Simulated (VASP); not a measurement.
# Ta2C (P-3m1) in VASP: notebook

Runs on Ta2C. Level: PBEsol. Tasks: single point.

All numbers are computed with VASP 6.6.1; they aren't measurements. Logs are shortened: lines on timing, memory, paths and dates and some standing lists are left out, and cuts for length are marked.

**1. The cell of the first run**

The structure is trigonal, space group P-3m1 (No. 164). Conventional cell: a = 2.997 Å, b = 2.997 Å, c = 4.776 Å, α = 90.00°, β = 90.00°, γ = 120.00°. Ta (site symmetry 3m) has 3 C at 2.12 Å and 12 Ta at 2.89 to 3.01 Å within 3.1 Å. C (site symmetry -3m) has 6 Ta at 2.12 Å within 2.8 Å.

**2. Single point, PBEsol (12.39 Å³/atom)**

Input file INCAR:

```
SYSTEM = Ta2C
PREC     = Accurate       ! precision mode
ENCUT    = 520            ! plane-wave cutoff, eV
EDIFF    = 1E-6           ! SCF threshold, eV
ISMEAR   = 0              ! smearing method
SIGMA    = 0.1            ! smearing width, eV
LREAL    = .FALSE.        ! projectors in reciprocal space
LASPH    = .TRUE.         ! aspherical terms in the spheres
NELM     = 60             ! most SCF steps
ALGO     = Normal         ! electronic algorithm
ISIF     = 2              ! what is computed and relaxed
LWAVE    = .FALSE.        ! write WAVECAR
LCHARG   = .FALSE.        ! write CHGCAR
GGA      = PS             ! functional
NBANDS   = 20             ! bands
```

Input file KPOINTS:

```
Automatic mesh
0
G
  18 18 8
  0 0 0
```

Input file POSCAR:

```
Ta2C
1.0
    2.9973616568      0.0000000000      0.0000000000
   -1.4986808284      2.5957913391      0.0000000000
    0.0000000000      0.0000000000      4.7756142600
Ta C
2 1
Direct
    0.3333333333      0.6666666667      0.2576631488
    0.6666666667      0.3333333333      0.7423368512
    0.0000000000      0.0000000000      0.0000000000
```

Potentials or basis: VASP PAW PBE potentials, release 64 (Ta_pv, C).

Run with:

```
cat potpaw_PBE.64/Ta_pv/POTCAR potpaw_PBE.64/C/POTCAR > POTCAR
mpirun -np 1 vasp_std > vasp.out
```

OUTCAR:

```text
SYSTEM = Ta2C
   PREC = Accurate
   ENCUT = 520
   EDIFF = 1E-6
   ISMEAR = 0
   LREAL = .FALSE.
   LASPH = .TRUE.
   NELM = 60
   ISIF = 2
   GGA = PS

 ion  position               nearest neighbor table
   1  0.333  0.667  0.258-   3 2.12   3 2.12   3 2.12   2 2.89   2 2.89   2 2.89   2 3.01   2 3.01
                             2 3.01
   2  0.667  0.333  0.742-   3 2.12   3 2.12   3 2.12   1 2.89   1 2.89   1 2.89   1 3.01   1 3.01
                             1 3.01
   3  0.000  0.000  0.000-   1 2.12   2 2.12   1 2.12   2 2.12   2 2.12   1 2.12

  LATTYP: Found a hexagonal cell.
 ALAT       =     2.9973616568
 C/A-ratio  =     1.5932726200

  Lattice vectors:

 A1 = (   2.9973616568,   0.0000000000,   0.0000000000)
 A2 = (  -1.4986808284,   2.5957913391,   0.0000000000)
 A3 = (   0.0000000000,   0.0000000000,   4.7756142600)

Analysis of symmetry for initial positions (statically):
=====================================================================
 Subroutine PRICEL returns:
 Original cell was already a primitive cell.

 Routine SETGRP: Setting up the symmetry group for a
 hexagonal supercell.

 Subroutine GETGRP returns: Found 12 space group operations
 (whereof 12 operations were pure point group operations)
 out of a pool of 24 trial point group operations.

The static configuration has the point symmetry D_3d.

Analysis of symmetry for dynamics (positions and initial velocities):
=====================================================================
 Subroutine PRICEL returns:
 Original cell was already a primitive cell.

 Routine SETGRP: Setting up the symmetry group for a
 hexagonal supercell.

 Subroutine GETGRP returns: Found 12 space group operations
 (whereof 12 operations were pure point group operations)
 out of a pool of 24 trial point group operations.

The dynamic configuration has the point symmetry D_3d.

 Subroutine INISYM returns: Found 12 space group operations
 (whereof 12 operations are pure point group operations),
 and found     1 'primitive' translations

----------------------------------------------------------------------------------------

                                     Primitive cell

  volume of cell :      37.1568

  direct lattice vectors                    reciprocal lattice vectors
     2.997361657  0.000000000  0.000000000     0.333626741  0.192619489  0.000000000
    -1.498680828  2.595791339  0.000000000     0.000000000  0.385238977  0.000000000
     0.000000000  0.000000000  4.775614260     0.000000000  0.000000000  0.209397147

  length of vectors
     2.997361657  2.997361657  4.775614260     0.385238977  0.385238977  0.209397147

  position of ions in fractional coordinates (direct lattice)
     0.333333333  0.666666667  0.257663149
     0.666666667  0.333333333  0.742336851
     0.000000000  0.000000000  0.000000000

  ion indices of the primitive-cell ions
   primitive index   ion index
                 1           1
                 2           2
                 3           3

----------------------------------------------------------------------------------------

 KPOINTS: Automatic mesh

Automatic generation of k-mesh.
 Grid dimensions read from file:
 generate k-points for:   18   18    8

 Generating k-lattice:

  Cartesian coordinates                     Fractional coordinates (reciprocal lattice)
     0.018534819  0.010701083  0.000000000     0.055555556  0.000000000  0.000000000
     0.000000000  0.021402165  0.000000000     0.000000000  0.055555556  0.000000000
     0.000000000  0.000000000  0.026174643     0.000000000  0.000000000  0.125000000

  Length of vectors
     0.021402165  0.021402165  0.026174643

  Shift w.r.t. Gamma in fractional coordinates (k-lattice)
     0.000000000  0.000000000  0.000000000

 Subroutine IBZKPT returns following result:
 ===========================================

 Found    266 irreducible k-points:

 Following reciprocal coordinates:
            Coordinates               Weight
  0.000000  0.000000  0.000000      1.000000
  0.055556  0.000000  0.000000      6.000000
  0.111111  0.000000  0.000000      6.000000
  0.166667 -0.000000  0.000000      6.000000
  0.222222 -0.000000  0.000000      6.000000
  0.277778  0.000000  0.000000      6.000000
[... 16 lines left out ...]
  0.333333  0.111111  0.000000     12.000000
  0.388889  0.111111  0.000000     12.000000
 [... further k-points ...]
   k-points           NKPTS =    266   k-points in BZ     NKDIM =    266   number of bands    NBANDS=     20
   number of dos      NEDOS =    301   number of ions     NIONS =      3
   total plane-waves  NPLWV =  20736
   dimension x,y,z NGX =    24 NGY =   24 NGZ =   36
   dimension x,y,z NGXF=    48 NGYF=   48 NGZF=   72
   ions per type =               2   1
   NGX,Y,Z   is equivalent  to a cutoff of  13.31, 13.31, 12.53 a.u.
   NGXF,Y,Z  is equivalent  to a cutoff of  26.62, 26.62, 25.06 a.u.
 SYSTEM =  Ta2C
   PREC   = accura    normal or accurate (medium, high low for compatibility)
   ISTART =      0    job   : 0-new  1-cont  2-samecut
   ICHARG =      2    charge: 1-file 2-atom 10-const
   ISPIN  =      1    spin polarized calculation?
   LNONCOLLINEAR =      F non collinear calculations
   LSORBIT =      F    spin-orbit coupling
   LASPH  =      T    aspherical Exc in radial PAW
   ENCUT  =  520.0 eV  38.22 Ry    6.18 a.u.   5.57  5.57  8.88*2*pi/ulx,y,z
   NELM   =     60;   NELMIN=  2; NELMDL= -5     # of ELM steps
   EDIFF  = 0.1E-05   stopping-criterion for ELM
   LREAL  =      F    real-space projection
   EDIFFG = 0.1E-04   stopping-criterion for IOM
   NSW    =      0    number of steps for IOM
   IBRION =     -1    ionic relax: 0-MD 1-quasi-New 2-CG
   NFREE  =      0    steps in history (QN), initial steepest desc. (CG)
   ISIF   =      2    stress and relaxation
   ISYM   =      2    0-nonsym 1-usesym 2-fastsym
   POTIM  = 0.5000    time-step for ionic-motion
   TEBEG  =    0.0;   TEEND  =   0.0 temperature during run
   PSTRESS=    0.0 pullay stress
   NELECT =      26.0000    total number of electrons
   NUPDOWN=      -1.0000    fix difference up-down
   EMIN   =  10.00;   EMAX   =-10.00  energy-range for DOS
   EFERMI =   0.00;   METHOD = LEGACY
   ISMEAR =     0;   SIGMA  =   0.10  broadening in eV -4-tet -1-fermi 0-gaus
   EFERMI_NEDOS =   21; number of points for ismear=-14 and -15
   IALGO  =     38    algorithm
   IMIX   =      4    mixing-type and parameters
     AMIX     =   0.40;   BMIX     =  1.00
     AMIX_MAG =   1.60;   BMIX_MAG =  1.00
  volume/ion in A,a.u.               =      12.39        83.58
  Fermi-wavevector in a.u.,A,eV,Ry     =   1.453405  2.746537 28.740745  2.112385
  Thomas-Fermi vector in A             =   2.570675
   LORBIT       =      0    0 simple, 1 ext, 2 COOP (PROOUT), +10 PAW based schemes
   GGA     = PS    functional components
   LHFCALC =     F    Hartree Fock is set to
   AEXX    =    0.0000 exact exchange contribution
   IVDW    =     0    specifies the selected vdW correction
   LEPSILON=     F    determine dielectric tensor
   LRPA    =     F    only Hartree local field effects (RPA)
 non-spin polarized calculation
 Gauss-broadening in eV      SIGMA  =   0.10
  energy-cutoff  :      520.00
  volume of cell :       37.16
 maximum number of plane-waves:      1026
 NGX is ok and might be reduce to    24
   NGX = 11   NGY = 11   NGZ = 17

 number of electron      25.9999998 magnetization

 Free energy of the ion-electron system (eV)
  ---------------------------------------------------
  ext. energy  EPLUGINS =         0.00000000
  ---------------------------------------------------
  free energy    TOTEN  =       -36.36075641 eV

  energy without entropy =      -36.35739801  energy(sigma->0) =      -36.35907721

 E-fermi :   7.3280     XC(G=0): -13.4450

 val. band max:        7.3266547530   @ k =   0.1111   0.0000   0.5000
 cond. band min:       7.3378943628   @ k =   0.0556   0.0556   0.3750
 fundamental gap:      0.0112396097
 Fermi energy:         7.3279530718

 k-point     1 :       0.0000    0.0000    0.0000
  band No.  band energies     occupation
      1     -27.4090      2.00000
      2     -26.3914      2.00000
      3     -26.3914      2.00000
      4     -26.2317      2.00000
      5     -26.2317      2.00000
      6     -26.1431      2.00000
[... 12 lines left out ...]
     19      10.2641      0.00000
     20      15.6116      0.00000

 k-point     2 :       0.0556    0.0000    0.0000
  band No.  band energies     occupation
      1     -27.3968      2.00000
      2     -26.4197      2.00000
      3     -26.4011      2.00000
      4     -26.2592      2.00000
      5     -26.2341      2.00000
      6     -26.1468      2.00000
[... 12 lines left out ...]
     19      10.7161      0.00000
     20      15.7730      0.00000

 k-point     3 :       0.1111    0.0000    0.0000
  band No.  band energies     occupation
      1     -27.3610      2.00000
      2     -26.5001      2.00000
      3     -26.4282      2.00000
      4     -26.3373      2.00000
      5     -26.2417      2.00000
      6     -26.1589      2.00000
[... 12 lines left out ...]
     19      11.6650      0.00000
     20      15.9587      0.00000

 k-point     4 :       0.1667   -0.0000    0.0000
  band No.  band energies     occupation
      1     -27.3036      2.00000
      2     -26.6214      2.00000
      3     -26.4676      2.00000
      4     -26.4535      2.00000
      5     -26.2551      2.00000
      6     -26.1811      2.00000
[... 429 lines left out ...]
 k-point    23 :       0.3333    0.1111    0.0000
  band No.  band energies     occupation
      1     -27.1615      2.00000
      2     -26.9629      2.00000
      3     -26.9216      2.00000
      4     -26.6727      2.00000
      5     -26.4000      2.00000
      6     -26.3847      2.00000
[... 12 lines left out ...]
     19      14.3672      0.00000
     20      14.6508      0.00000

 k-point    24 :       0.3889    0.1111    0.0000
  band No.  band energies     occupation
      1     -27.2303      2.00000
      2     -27.0051      2.00000
      3     -26.8503      2.00000
      4     -26.7085      2.00000
      5     -26.4378      2.00000
      6     -26.4139      2.00000
[... 12 lines left out ...]
     19      13.9428      0.00000
     20      14.3799      0.00000

 [... further k-points ...]

------------------------ aborting loop because EDIFF is reached ----------------------------------------

  FORCE on cell =-STRESS in cart. coord.  units (eV):
  Direction    XX          YY          ZZ          XY          YZ          ZX
  --------------------------------------------------------------------------------------
  -------------------------------------------------------------------------------------
  Total        7.4453199      7.4453199      7.4326226      0.0000000      0.0000000      0.0000000
  in kB      321.0375110    321.0375110    320.4900096      0.0000000      0.0000000      0.0000000
  external PRESSURE =     320.8550106 kB  Pullay stress =       0.0000000 kB

 VOLUME and BASIS-vectors are now :
 -----------------------------------------------------------------------------
  energy-cutoff  :      520.00
  volume of cell :       37.16
      direct lattice vectors                 reciprocal lattice vectors
     2.997361657  0.000000000  0.000000000     0.333626741  0.192619489  0.000000000
    -1.498680828  2.595791339  0.000000000     0.000000000  0.385238977  0.000000000
     0.000000000  0.000000000  4.775614260     0.000000000  0.000000000  0.209397147

 POSITION                                       TOTAL-FORCE (eV/Angst)
 -----------------------------------------------------------------------------------
     -0.00000      1.73053      1.23050         0.000000      0.000000      0.061278
      1.49868      0.86526      3.54511        -0.000000     -0.000000     -0.061278
      0.00000      0.00000      0.00000         0.000000      0.000000      0.000000
 -----------------------------------------------------------------------------------
    total drift:                                0.000000     -0.000000     -0.000000

  FREE ENERGIE OF THE ION-ELECTRON SYSTEM (eV)
  ---------------------------------------------------
  free  energy   TOTEN  =       -36.3607564103 eV

  energy  without entropy=      -36.3573980068  energy(sigma->0) =      -36.35907721
```

Wall time 5.7 min (1 thread of Intel Xeon 8259CL, shared host); peak memory 0.27 GiB.

What came out:

```
Free energy            : -36.3608 eV
Pressure               : 32.1 GPa
Largest force          : 0.061 eV/Å
Band gap on the k mesh : zero (bands 13 and 14 overlap by 0.90 eV)
```

Forces on the atoms (eV/Å):
```
Ta   0.000  0.000  0.061
Ta   0.000  0.000 -0.061
C    0.000  0.000  0.000
```

Caveat: the cell stands under pressure; the PAW data sets were made with another functional, which shifts forces and pressure a little; spin-orbit coupling is left out, which moves the levels of the heavy elements.

[end of part 1 of 2]
